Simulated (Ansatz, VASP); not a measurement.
SnTe: VASP beside Ansatz

```
Sn Te
1.0
     0.00000    3.20826    3.20826
     3.20826    0.00000    3.20826
     3.20826    3.20826    0.00000
Sn Te
1 1
Direct
  0.00000 0.00000 0.00000
  0.50000 0.50000 0.50000
```

Change from the starting cell: volume scaled by 1.05, PAW files.

Alike in both runs: task electric field gradients; functional LDA; k mesh 11 × 11 × 11; occupations fermi-dirac, width 0.08 eV; no spin polarisation.

```csv
,VASP,Ansatz
version,VASP 6.6.1,Ansatz 0.2.0
potentials or method,"VASP PAW LDA potentials, release 64 (Sn_d, Te)","PAW with Ansatz's default frozen-core files, scalar-relativistic"
plane-wave cutoff (eV),520,420
valence electrons in the cell,20,30
```

|  | VASP | Ansatz | Ansatz less VASP |
| --- | --- | --- | --- |
| pressure (GPa) | -3.5 | -3.6 | -0.04 |

LDA's correlation is that of Perdew and Zunger in VASP and of Perdew and Wang (1992) in Ansatz. VASP's potentials hold 20 valence electrons a cell and Ansatz's 30, so a difference there can come from the potentials and not from the codes.

Neither program's run includes spin-orbit coupling.
